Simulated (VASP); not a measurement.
# Mo (P6/mmm) in VASP: a series of runs

Mo is run at these levels: PBEsol; tasks: single point.

Program: VASP 6.6.1. These are calculated values, not measurements. Logs are shortened: lines on timing, memory, paths and dates and some standing lists are left out, and cuts for length are marked.

### 1 The cell of the first run

The structure is hexagonal, space group P6/mmm (No. 191). The conventional cell has a = 2.736 Å, b = 2.736 Å, c = 2.555 Å, α = 90.00°, β = 90.00°, γ = 120.00°. Mo (site symmetry 6/mmm) has 8 Mo at 2.56 to 2.74 Å within 3.4 Å.

### 2 Single point, PBEsol

File INCAR:

```
  ALGO = Normal
  EDIFF = 1E-6
  ENCUT = 520
  GGA = PS
  ISIF = 2
  ISMEAR = 1
  LASPH = True
  LCHARG = False
  LREAL = False
  LWAVE = False
  NBANDS = 13
  NELM = 100
  PREC = Accurate
  SIGMA = 0.15
```

File KPOINTS:

```
k-points
0
Gamma
  12 12 11
```

File POSCAR:

```
Mo
1.0
    2.7355100000      0.0000000000      0.0000000000
   -1.3677550000      2.3690210000      0.0000000000
    0.0000000000      0.0000000000      2.5551810000
Mo
1
Direct
    0.0000000000      0.0000000000      0.5000000000
```

Potentials or basis: VASP PAW PBE potentials, release 64 (Mo_sv).

On the command line:

```
> cat potpaw_PBE.64/Mo_sv/POTCAR > POTCAR
> mpirun -np 1 vasp_std > vasp.out
```

OUTCAR:

```text
EDIFF = 1E-6
   ENCUT = 520
   GGA = PS
   ISIF = 2
   ISMEAR = 1
   LASPH = True
   LREAL = False
   NELM = 100
   PREC = Accurate

 ion  position               nearest neighbor table
   1  0.000  0.000  0.500-

  LATTYP: Found a hexagonal cell.
 ALAT       =     2.7355100000
 C/A-ratio  =     0.9340784717

  Lattice vectors:

 A1 = (   2.7355100000,   0.0000000000,   0.0000000000)
 A2 = (  -1.3677550000,   2.3690210000,   0.0000000000)
 A3 = (   0.0000000000,   0.0000000000,   2.5551810000)

Analysis of symmetry for initial positions (statically):
=====================================================================
 Subroutine PRICEL returns:
 Original cell was already a primitive cell.

 Routine SETGRP: Setting up the symmetry group for a
 hexagonal supercell.

 Subroutine GETGRP returns: Found 24 space group operations
 (whereof 24 operations were pure point group operations)
 out of a pool of 24 trial point group operations.

The static configuration has the point symmetry D_6h.

Analysis of symmetry for dynamics (positions and initial velocities):
=====================================================================
 Subroutine PRICEL returns:
 Original cell was already a primitive cell.

 Routine SETGRP: Setting up the symmetry group for a
 hexagonal supercell.

 Subroutine GETGRP returns: Found 24 space group operations
 (whereof 24 operations were pure point group operations)
 out of a pool of 24 trial point group operations.

The dynamic configuration has the point symmetry D_6h.

 Subroutine INISYM returns: Found 24 space group operations
 (whereof 24 operations are pure point group operations),
 and found     1 'primitive' translations

----------------------------------------------------------------------------------------

                                     Primitive cell

  volume of cell :      16.5588

  direct lattice vectors                    reciprocal lattice vectors
     2.735510000  0.000000000  0.000000000     0.365562546  0.211057648  0.000000000
    -1.367755000  2.369021000  0.000000000     0.000000000  0.422115296  0.000000000
     0.000000000  0.000000000  2.555181000     0.000000000  0.000000000  0.391361708

  length of vectors
     2.735510000  2.735509868  2.555181000     0.422115275  0.422115296  0.391361708

  position of ions in fractional coordinates (direct lattice)
     0.000000000  0.000000000  0.500000000

  ion indices of the primitive-cell ions
   primitive index   ion index
                 1           1

----------------------------------------------------------------------------------------

 KPOINTS: k-points

Automatic generation of k-mesh.
 Grid dimensions read from file:
 generate k-points for:   12   12   11

 Generating k-lattice:

  Cartesian coordinates                     Fractional coordinates (reciprocal lattice)
     0.030463545  0.017588137  0.000000000     0.083333333  0.000000000  0.000000000
     0.000000000  0.035176275  0.000000000     0.000000000  0.083333333  0.000000000
     0.000000000  0.000000000  0.035578337     0.000000000  0.000000000  0.090909091

  Length of vectors
     0.035176273  0.035176275  0.035578337

  Shift w.r.t. Gamma in fractional coordinates (k-lattice)
     0.000000000  0.000000000  0.000000000

 Subroutine IBZKPT returns following result:
 ===========================================

 Found    114 irreducible k-points:

 Following reciprocal coordinates:
            Coordinates               Weight
  0.000000  0.000000  0.000000      1.000000
  0.083333 -0.000000  0.000000      6.000000
  0.166667  0.000000  0.000000      6.000000
  0.250000 -0.000000  0.000000      6.000000
  0.333333 -0.000000  0.000000      6.000000
  0.416667 -0.000000  0.000000      6.000000
[... 16 lines left out ...]
  0.250000 -0.000000  0.090909     12.000000
  0.333333 -0.000000  0.090909     12.000000
 [... further k-points ...]
   k-points           NKPTS =    114   k-points in BZ     NKDIM =    114   number of bands    NBANDS=     13
   number of dos      NEDOS =    301   number of ions     NIONS =      1
   total plane-waves  NPLWV =   8000
   dimension x,y,z NGX =    20 NGY =   20 NGZ =   20
   dimension x,y,z NGXF=    40 NGYF=   40 NGZF=   40
   ions per type =               1
   NGX,Y,Z   is equivalent  to a cutoff of  12.15, 12.15, 13.01 a.u.
   NGXF,Y,Z  is equivalent  to a cutoff of  24.31, 24.31, 26.02 a.u.
 SYSTEM =  unknown system
   PREC   = accura    normal or accurate (medium, high low for compatibility)
   ISTART =      0    job   : 0-new  1-cont  2-samecut
   ICHARG =      2    charge: 1-file 2-atom 10-const
   ISPIN  =      1    spin polarized calculation?
   LNONCOLLINEAR =      F non collinear calculations
   LSORBIT =      F    spin-orbit coupling
   LASPH  =      T    aspherical Exc in radial PAW
   ENCUT  =  520.0 eV  38.22 Ry    6.18 a.u.   5.09  5.09  4.75*2*pi/ulx,y,z
   NELM   =    100;   NELMIN=  2; NELMDL= -5     # of ELM steps
   EDIFF  = 0.1E-05   stopping-criterion for ELM
   LREAL  =      F    real-space projection
   EDIFFG = 0.1E-04   stopping-criterion for IOM
   NSW    =      0    number of steps for IOM
   IBRION =     -1    ionic relax: 0-MD 1-quasi-New 2-CG
   NFREE  =      0    steps in history (QN), initial steepest desc. (CG)
   ISIF   =      2    stress and relaxation
   ISYM   =      2    0-nonsym 1-usesym 2-fastsym
   POTIM  = 0.5000    time-step for ionic-motion
   TEBEG  =    0.0;   TEEND  =   0.0 temperature during run
   PSTRESS=    0.0 pullay stress
   NELECT =      14.0000    total number of electrons
   NUPDOWN=      -1.0000    fix difference up-down
   EMIN   =  10.00;   EMAX   =-10.00  energy-range for DOS
   EFERMI =   0.00;   METHOD = LEGACY
   ISMEAR =     1;   SIGMA  =   0.15  broadening in eV -4-tet -1-fermi 0-gaus
   EFERMI_NEDOS =   21; number of points for ismear=-14 and -15
   IALGO  =     38    algorithm
   IMIX   =      4    mixing-type and parameters
     AMIX     =   0.40;   BMIX     =  1.00
     AMIX_MAG =   1.60;   BMIX_MAG =  1.00
  volume/ion in A,a.u.               =      16.56       111.74
  Fermi-wavevector in a.u.,A,eV,Ry     =   1.548013  2.925320 32.604234  2.396344
  Thomas-Fermi vector in A             =   2.653024
   LORBIT       =      0    0 simple, 1 ext, 2 COOP (PROOUT), +10 PAW based schemes
   GGA     = PS    functional components
   LHFCALC =     F    Hartree Fock is set to
   AEXX    =    0.0000 exact exchange contribution
   IVDW    =     0    specifies the selected vdW correction
   LEPSILON=     F    determine dielectric tensor
   LRPA    =     F    only Hartree local field effects (RPA)
 non-spin polarized calculation
 Methfessel and Paxton  Order N= 1 SIGMA  =   0.15
  energy-cutoff  :      520.00
  volume of cell :       16.56
 maximum number of plane-waves:       460
   NGX = 11   NGY = 11   NGZ =  9

 number of electron      14.0000002 magnetization

 Free energy of the ion-electron system (eV)
  ---------------------------------------------------
  ext. energy  EPLUGINS =         0.00000000
  ---------------------------------------------------
  free energy    TOTEN  =       -10.86008698 eV

  energy without entropy =      -10.85961012  energy(sigma->0) =      -10.85992803

 E-fermi :  11.4814     XC(G=0): -13.1165

 val. band max:       11.4718528291   @ k =   0.5000  -0.0000   0.3636
 cond. band min:      11.4889207703   @ k =   0.2500   0.1667   0.3636
 fundamental gap:      0.0170679412
 Fermi energy:        11.4814102337

 k-point     1 :       0.0000    0.0000    0.0000
  band No.  band energies     occupation
      1     -49.5089      2.00000
      2     -22.8031      2.00000
      3     -22.8031      2.00000
      4     -22.7678      2.00000
      5       4.6083      2.00000
      6       7.0994      2.00000
      7      10.5386      2.00000
      8      10.5386      2.00000
      9      15.5537      0.00000
     10      15.5537      0.00000
     11      24.4337      0.00000
     12      27.1663      0.00000
     13      31.9421      0.00000

 k-point     2 :       0.0833   -0.0000    0.0000
  band No.  band energies     occupation
      1     -49.4941      2.00000
      2     -22.9021      2.00000
      3     -22.8252      2.00000
      4     -22.7575      2.00000
      5       4.8773      2.00000
      6       7.2174      2.00000
      7      10.2750      2.00000
      8      10.7894      2.00000
      9      15.2608      0.00000
     10      15.5055      0.00000
     11      25.0472      0.00000
     12      27.7107      0.00000
     13      30.5670      0.00000

 k-point     3 :       0.1667    0.0000    0.0000
  band No.  band energies     occupation
      1     -49.4532      2.00000
      2     -23.1675      2.00000
      3     -22.8852      2.00000
      4     -22.7291      2.00000
      5       5.5825      2.00000
      6       7.5341      2.00000
      7       9.7424      2.00000
      8      11.5184      0.59658
      9      14.5525      0.00000
     10      15.3762      0.00000
     11      26.3466      0.00000
     12      28.5686      0.00000
     13      29.1254      0.00000
[... 305 lines left out ...]
 k-point    23 :       0.2500   -0.0000    0.0909
  band No.  band energies     occupation
      1     -49.3786      2.00000
      2     -23.5029      2.00000
      3     -22.9528      2.00000
      4     -22.8321      2.00000
      5       6.6206      2.00000
      6       8.0461      2.00000
      7       9.7334      2.00000
      8      12.6900     -0.00000
      9      13.4387     -0.00000
     10      14.8250      0.00000
     11      25.8159      0.00000
     12      28.4432      0.00000
     13      29.1762      0.00000

 k-point    24 :       0.3333   -0.0000    0.0909
  band No.  band energies     occupation
      1     -49.3219      2.00000
      2     -23.8410      2.00000
      3     -23.0323      2.00000
      4     -22.7904      2.00000
      5       6.9027      2.00000
      6       8.1878      2.00000
      7      10.4007      2.00000
      8      13.0966     -0.00000
      9      14.0121     -0.00000
     10      14.6779      0.00000
     11      23.8829      0.00000
     12      27.5388      0.00000
     13      28.7966      0.00000

 [... further k-points ...]
[... 5 lines left out ...]
  --------------------------------------------------------------------------------------
  -------------------------------------------------------------------------------------
  Total       -0.0918095     -0.0918095     -1.1336908      0.0000000     -0.0000000      0.0000000
  in kB       -8.8831952     -8.8831941   -109.6923429      0.0000000     -0.0000000      0.0000000
  external PRESSURE =     -42.4862441 kB  Pullay stress =       0.0000000 kB

 VOLUME and BASIS-vectors are now :
 -----------------------------------------------------------------------------
  energy-cutoff  :      520.00
  volume of cell :       16.56
      direct lattice vectors                 reciprocal lattice vectors
     2.735510000  0.000000000  0.000000000     0.365562546  0.211057648  0.000000000
    -1.367755000  2.369021000  0.000000000     0.000000000  0.422115296  0.000000000
     0.000000000  0.000000000  2.555181000     0.000000000  0.000000000  0.391361708

 POSITION                                       TOTAL-FORCE (eV/Angst)
 -----------------------------------------------------------------------------------
      0.00000      0.00000      1.27759         0.000000      0.000000      0.000000
 -----------------------------------------------------------------------------------
    total drift:                                0.000000      0.000000      0.000000

  FREE ENERGIE OF THE ION-ELECTRON SYSTEM (eV)
  ---------------------------------------------------
  free  energy   TOTEN  =       -10.8600869841 eV

  energy  without entropy=      -10.8596101167  energy(sigma->0) =      -10.85992803
```

Run time: 20 s. Hardware: 1 thread of AMD EPYC 7R43 (Zen 3), shared host; peak memory 0.1 GiB.

Results:

- Free energy: -10.8601 eV
- Pressure: -4.2 GPa
- Band gap on the k mesh: zero (band 7 reaches 12.41 eV, above the bottom of band 8 at 10.54 eV)

Caveat: the PAW data sets were made with another functional, which shifts forces and pressure a little.

### 3 Single point, PBEsol

This run uses another cell than the first one, of 16.89 Å³/atom, 1.020 times its volume.

File INCAR:

```
SYSTEM = Mo
PREC = Accurate
ENCUT = 520
EDIFF = 1E-7
ISMEAR = 1
SIGMA = 0.15
LREAL = .False.
LASPH = .True.
NELM = 60
ALGO = Normal
ISIF = 2
LWAVE = .False.
LCHARG = .False.
GGA = PS
NBANDS = 13
```

File KPOINTS:

```
Automatic mesh
0
Gamma
  12 12 11
  0 0 0
```

File POSCAR:

```
Mo
1.0
    2.7536264882      0.0000000000      0.0000000000
   -1.3768132441      2.3847103380      0.0000000000
    0.0000000000      0.0000000000      2.5721032216
Mo
1
Direct
    0.0000000000      0.0000000000      0.5000000000
```

Potentials or basis: VASP PAW PBE potentials, release 64 (Mo_sv).

On the command line:

```
> cat potpaw_PBE.64/Mo_sv/POTCAR > POTCAR
> mpirun -np 1 vasp_std > vasp.out
```

OUTCAR:

```text
SYSTEM = Mo
   PREC = Accurate
   ENCUT = 520
   EDIFF = 1E-7
   ISMEAR = 1
   LREAL = .False.
   LASPH = .True.
   NELM = 60
   ISIF = 2
   GGA = PS

 ion  position               nearest neighbor table
   1  0.000  0.000  0.500-

  LATTYP: Found a hexagonal cell.
 ALAT       =     2.7536264882
 C/A-ratio  =     0.9340784717

  Lattice vectors:

 A1 = (   2.7536264882,   0.0000000000,   0.0000000000)
 A2 = (  -1.3768132441,   2.3847103380,   0.0000000000)
 A3 = (   0.0000000000,   0.0000000000,   2.5721032216)

[... 554 lines left out ...]
      6       7.9531      2.00000
      7      10.1108      2.00000
      8      12.7558     -0.00000
      9      13.6551     -0.00000
     10      14.2949      0.00000
     11      23.3730      0.00000
     12      27.0259      0.00000
     13      28.3325      0.00000

 [... further k-points ...]
[... 5 lines left out ...]
  --------------------------------------------------------------------------------------
  -------------------------------------------------------------------------------------
  Total       -0.5420458     -0.5420457     -1.5117903      0.0000000      0.0000000      0.0000000
  in kB      -51.4182757    -51.4182691   -143.4078988      0.0000000      0.0000000      0.0000000
  external PRESSURE =     -82.0814812 kB  Pullay stress =       0.0000000 kB

 VOLUME and BASIS-vectors are now :
 -----------------------------------------------------------------------------
  energy-cutoff  :      520.00
  volume of cell :       16.89
      direct lattice vectors                 reciprocal lattice vectors
     2.753626488  0.000000000  0.000000000     0.363157460  0.209669071  0.000000000
    -1.376813244  2.384710338  0.000000000     0.000000000  0.419338141  0.000000000
     0.000000000  0.000000000  2.572103222     0.000000000  0.000000000  0.388786885

 POSITION                                       TOTAL-FORCE (eV/Angst)
 -----------------------------------------------------------------------------------
      0.00000      0.00000      1.28605         0.000000      0.000000      0.000000
 -----------------------------------------------------------------------------------
    total drift:                               -0.000000      0.000000      0.000000

  FREE ENERGIE OF THE ION-ELECTRON SYSTEM (eV)
  ---------------------------------------------------
  free  energy   TOTEN  =       -10.8473074182 eV

  energy  without entropy=      -10.8469168181  energy(sigma->0) =      -10.84717722
```

Wall time 26 s (1 thread of AMD EPYC 7R43 (Zen 3), shared host); peak memory 0.1 GiB.

Results:

| Quantity | Value |
| --- | --- |
| Free energy | -10.8473 eV |
| Pressure | -8.2 GPa |
| Band gap on the k mesh | zero (band 7 reaches 12.10 eV, above the bottom of band 8 at 10.28 eV) |

Stress tensor (GPa, compression positive):
```
 -5.14   0.00   0.00
  0.00  -5.14   0.00
  0.00   0.00 -14.34
```

Levels at points of the mesh, in eV from the Fermi level:
```csv
k point,band 4,band 5,band 6,band 7,band 8,band 9,band 10,band 11
"(0.00, 0.00, 0.00)",-34.29,-6.81,-4.28,-0.91,-0.91,3.96,3.96,12.94
"(0.50, 0.00, 0.00)",-34.15,-4.86,-3.14,0.91,0.94,3.30,4.28,9.85
```

Caveat: the PAW data sets were made with another functional, which shifts forces and pressure a little.

(Continued in part 2 of 2.)
